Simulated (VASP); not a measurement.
**Nb: single point with r2SCAN**

Crystal: Nb.

```
Nb
1.0
     0.00000    6.61715    6.61715
     6.61715    0.00000    6.61715
     6.61715    6.61715    0.00000
Nb
32
Direct
  0.00000 0.00000 0.00000
  0.12500 0.12500 0.12500
  0.25000 0.25000 0.25000
  0.37500 0.37500 0.37500
  0.00000 0.00000 0.50000
  0.12500 0.12500 0.62500
  0.25000 0.25000 0.75000
  0.37500 0.37500 0.87500
  0.00000 0.50000 0.00000
  0.12500 0.62500 0.12500
  0.25000 0.75000 0.25000
  0.37500 0.87500 0.37500
  0.00000 0.50000 0.50000
  0.12500 0.62500 0.62500
  0.25000 0.75000 0.75000
  0.37500 0.87500 0.87500
  0.50000 0.00000 0.00000
  0.62500 0.12500 0.12500
  0.75000 0.25000 0.25000
  0.87500 0.37500 0.37500
  0.50000 0.00000 0.50000
  0.62500 0.12500 0.62500
  0.75000 0.25000 0.75000
  0.87500 0.37500 0.87500
  0.50000 0.50000 0.00000
  0.62500 0.62500 0.12500
  0.75000 0.75000 0.25000
  0.87500 0.87500 0.37500
  0.50000 0.50000 0.50000
  0.62500 0.62500 0.62500
  0.75000 0.75000 0.75000
  0.87500 0.87500 0.87500
```

```
Program                : VASP 6.6.1
Task                   : single point
Functional             : r2SCAN
Potentials or basis    : VASP PAW PBE potentials, release 64 (Nb_sv)
Cutoff                 : 520 eV
k mesh                 : 2 × 2 × 2
Occupations            : methfessel-paxton, width 0.1 eV
Spin                   : no spin polarisation
Dipole correction      : no
Further INCAR settings : LREAL = Auto; ALGO = Normal; EDIFF = 1e-06; NBANDS = 230
```

```yaml
Pressure: -1.9 GPa
Band_gap_on_the_k_mesh: zero (bands 208 and 209 overlap by 1.24 eV)
```

Levels at points of the mesh, in eV from the Fermi level:
```
           k point  band 207  band 208  band 209  band 210  band 211  band 212
(0.00, 0.00, 0.00)     -1.23     -1.23     -1.23      0.28      0.28      0.28
(0.50, 0.00, 0.00)      0.01      0.01      0.01      0.01      0.14      0.14
(0.50, 0.50, 0.00)     -0.26     -0.26     -0.26     -0.26      0.21      0.21
```

Run time: 34 min on 4 MPI ranks on Oxide Virtual Turin-like Processor (shared host), peak memory 0.56 GiB a rank.

Caveat: the k points lie up to 0.41 Å⁻¹ apart, too coarse for converged energies and pressures of a metal; the PAW data sets were made with another functional, which shifts forces and pressure a little.
